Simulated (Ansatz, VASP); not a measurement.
**Two plane-wave programs on Cd**

File INCAR:

```
  PREC = Accurate
  ENCUT = 520
  EDIFF = 1E-6
  ISMEAR = 0
  SIGMA = 0.1
  LREAL = F
  LASPH = T
  NELM = 60
  ALGO = Normal
  ISIF = 2
  LWAVE = F
  LCHARG = F
  GGA = PE
  NBANDS = 12
```

File KPOINTS:

```
Automatic mesh
0
Gamma
  6 6 6
```

POSCAR

```
Cd
1.0
    2.4048543378     -2.2023470743      0.0000000000
    2.4048543378      2.2023470743      0.0000000000
   -0.3754101135      0.0000000000      3.2723166997
Cd
1
Direct
    0.5000000000      0.5000000000      0.5000000000
```

Input for Ansatz:

```yaml
crystal:
  lattice:
    - [2.4048543378, -2.2023470743, 0.0]
    - [2.4048543378, 2.2023470743, 0.0]
    - [-0.3754101135, 0.0, 3.2723166997]
  atoms:
    - { symbol: Cd, position: [0.5, 0.5, 0.5] }
basis:
  ecutwfc: 420
kpoints:
  mp_grid: { grid: [6, 6, 6] }
hamiltonian:
  xc: pbe
scf:
  occupations: { method: gaussian, width: 0.1 }
output:
  forces: true
  stress: true
  eigenvalues: true
```

Alike in both runs: task single point; functional PBE; k mesh 6 × 6 × 6; occupations gaussian, width 0.1 eV; no spin polarisation.

|  | VASP | Ansatz |
| --- | --- | --- |
| version | VASP 6.6.1 | Ansatz 0.2.0 |
| potentials or method | VASP PAW PBE potentials, release 64 (Cd), cutoff 520 eV | scalar-relativistic, plane waves, PAW |
| valence electrons in the cell | 12 | 20 |

VASP gave:

* gap on the k mesh at the Fermi level (eV): none
* pressure (GPa): -4.0
* traceless stress, the component that is largest in VASP (GPa): 0.18

Which values does Ansatz return?

gap on the k mesh at the Fermi level (eV): none; pressure (GPa): -4.1; traceless stress, the component that is largest in VASP (GPa): 0.18.

A gap of «none» marks a metal or a gap that the smearing closes. VASP's potentials hold 12 valence electrons a cell and Ansatz's 20, so a difference there can come from the potentials and not from the codes.
